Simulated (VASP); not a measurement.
SbP3S4, 8 atoms in the cell. It takes space group P-43m (No. 215, cubic). The conventional cell has a = 6.301 Å, b = 6.301 Å, c = 6.301 Å, α = 90.00°, β = 90.00°, γ = 90.00°. Within 3.3 Å of Sb (site symmetry -43m) lie 4 S at 2.52 Å and 6 P at 3.15 Å. P (site symmetry -42m) has 4 S at 2.67 Å and 2 Sb at 3.15 Å within 3.5 Å. Within 3.3 Å of S (site symmetry 3m) lie 1 Sb at 2.52 Å and 3 P at 2.67 Å. 

- Program: VASP 6.6.1
- Task: relaxation of cell and atoms
- Functional: PBE
- Potentials or basis: VASP PAW PBE potentials, release 64 (Sb, P, S)
- Cutoff: 600 eV
- k mesh: 6 × 6 × 6
- Occupations: gaussian, width 0.1 eV
- Spin: no spin polarisation
- Dipole correction: no
- Further INCAR settings: ALGO = Normal; EDIFF = 1e-06; IBRION = 2; EDIFFG = -0.01; NSW = 100; ISIF = 3

Potentials or basis: VASP PAW PBE potentials, release 64 (Sb, P, S).

Run with:

```sh
$ cat potpaw_PBE.64/Sb/POTCAR potpaw_PBE.64/P/POTCAR potpaw_PBE.64/S/POTCAR > POTCAR
$ mpirun -np 1 vasp_std > vasp.out
```

Hardware: 1 thread of Oxide Virtual Turin-like Processor (shared host).

Task: How long does it take, and how much memory?

Result: Wall time 8 min on 1 thread of Oxide Virtual Turin-like Processor, on a shared host, peak memory 0.42 GiB. Counts: scf iterations 29, k points 20, ion steps 3.
